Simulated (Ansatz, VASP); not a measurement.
**SnPHO3: VASP beside Ansatz**

```
Sn H P O
1.0
     3.53785   -6.17340    0.00000
     3.53785    6.17340    0.00000
    -2.40645    0.00000    4.01611
Sn H P O
2 2 2 6
Direct
  0.24207 0.96529 0.05843
  0.96529 0.24207 0.55843
  0.69827 0.58735 0.10317
  0.58735 0.69827 0.60317
  0.63439 0.36121 0.89106
  0.36121 0.63439 0.39106
  0.39331 0.23751 0.58074
  0.23751 0.39331 0.08074
  0.85714 0.43420 0.82646
  0.43420 0.85714 0.32646
  0.60102 0.20753 0.08327
  0.20753 0.60102 0.58327
```

Alike in both runs: task electric field gradients; functional r2SCAN; k mesh 4 × 4 × 6; occupations fermi-dirac, width 0.02 eV; no spin polarisation.

|  | VASP | Ansatz |
| --- | --- | --- |
| version | VASP 6.6.1 | Ansatz 0.2.0 |
| potentials or method | VASP PAW PBE potentials, release 64 (Sn_d, H, P, O) | plane-wave PAW, scalar-relativistic |
| plane-wave cutoff (eV) | 520 | 500 |
| valence electrons in the cell | 76 | 76 |

|  | VASP | Ansatz | Ansatz less VASP |
| --- | --- | --- | --- |
| gap on the k mesh at the Fermi level (eV) | 3.91 | 3.93 | +0.016 |
| pressure (GPa) | -2.9 | -2.5 | +0.35 |
| traceless stress, the component that is largest in VASP (GPa) | -0.32 | -0.27 | +0.050 |
| rms of the force components (eV/Å) | 0.275 | 0.244 | -0.0310 |
| size of Vzz on the site where it differs most (V/Å²) | 219.5 | 226.2 | +6.68 |

VASP's potentials were made for PBE, not for r2SCAN. Atom by atom the forces differ by 0.060 eV/Å (rms over components).
